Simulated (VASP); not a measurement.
Input of a VASP 6.6.1 run:

Contents of INCAR:

```
SYSTEM = SiO2
PREC = Accurate
ENCUT = 520
EDIFF = 1E-7
ISMEAR = -1
SIGMA = 0.02
LREAL = .False.
LASPH = .True.
NELM = 80
ALGO = Normal
ISIF = 2
LWAVE = .False.
LCHARG = .False.
GGA = PE
NBANDS = 25
```

KPOINTS

```
Automatic mesh
0
Gamma
  7 7 11
  0 0 0
```

Contents of POSCAR:

```
SiO2
1.0
    4.2215312879      0.0000000000      0.0000000000
    0.0000000000      4.2215312879      0.0000000000
    0.0000000000      0.0000000000      2.6995632315
Si O
2 4
Direct
    0.0000000000      0.0000000000      0.0000000000
    0.5000000000      0.5000000000      0.5000000000
    0.3065961096      0.3065961096      0.0000000000
    0.1934038904      0.8065961096      0.5000000000
    0.6934038904      0.6934038904      0.0000000000
    0.8065961096      0.1934038904      0.5000000000
```

Potentials or basis: VASP PAW PBE potentials, release 64 (Si, O).

Command:

```sh
$ cat potpaw_PBE.64/Si/POTCAR potpaw_PBE.64/O/POTCAR > POTCAR
$ mpirun -np 1 vasp_std > vasp.out
```

Problem. Estimate the pressure.

Solution. 0.7 GPa.

Problem. What does it give for the largest force?

Solution. 0.017 eV/Å.

Problem. Predict the band gap on the k mesh.

Solution. 5.04 eV, direct.

Stress tensor (GPa, compression positive):
```
 1.26  0.00  0.00
 0.00  1.26  0.00
 0.00  0.00 -0.56
```

 A k mesh can miss the band edges.
